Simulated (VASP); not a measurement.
The system is Ta.

```
CELL_PARAMETERS angstrom
2.90037 0.00000 0.00000
-1.45019 2.51180 0.00000
0.00000 0.00000 5.16627
ATOMIC_POSITIONS crystal
Ta 0.66667 0.33333 0.75000
Ta 0.33333 0.66667 0.25000
```

This isn't the form of Ta at room conditions, which is bcc.

- Program: VASP 6.6.1
- Task: relaxation of cell and atoms
- Functional: LDA
- Potentials or basis: VASP PAW LDA potentials, release 64 (Ta_pv)
- Cutoff: 600 eV
- k mesh: 11 × 11 × 5
- Occupations: gaussian, width 0.1 eV
- Spin: no spin polarisation

At the start: pressure -11.4 GPa; volume 18.82 Å³/atom.

How do energy, volume and symmetry change on relaxing?

Over 14 steps the energy falls by 40.9 meV/atom and the volume is 17.74 Å³/atom (-5.7 %); space group P6_3/mmc (No. 194, to 0.1 Å) before and after.

Step by step:
| step | energy change (eV) | largest force (eV/Å) | pressure (GPa) | volume (Å³) |
| --- | --- | --- | --- | --- |
| 1 | 0.0000 | 0.0000 | -11.38 | 37.64 |
| 2 | 0.4490 | 0.0000 | 39.60 | 30.81 |
| 3 | -0.0813 | 0.0000 | -0.86 | 35.63 |
| 4 | -0.0817 | 0.0000 | -0.08 | 35.50 |
| 5 | -0.0817 | 0.0000 | 0.17 | 35.46 |
| 6 | -0.0817 | 0.0000 | -0.34 | 35.54 |
| 7 | -0.0818 | 0.0000 | -0.13 | 35.50 |
| 8 | -0.0818 | 0.0000 | -0.03 | 35.49 |
| 9 | -0.0818 | 0.0000 | 0.01 | 35.49 |
| 10 | -0.0818 | 0.0000 | -0.04 | 35.49 |
| 11 | -0.0818 | 0.0000 | -0.04 | 35.49 |
| 12 | -0.0818 | 0.0000 | -0.04 | 35.50 |
| 13 | -0.0818 | 0.0000 | 0.02 | 35.48 |
| 14 | -0.0818 | 0.0000 | 0.00 | 35.49 |

Final structure:
```
CELL_PARAMETERS angstrom
2.83768 0.00000 0.00000
-1.41884 2.45750 0.00000
0.00000 0.00000 5.08883
ATOMIC_POSITIONS crystal
Ta 0.66667 0.33333 0.75000
Ta 0.33333 0.66667 0.25000
```
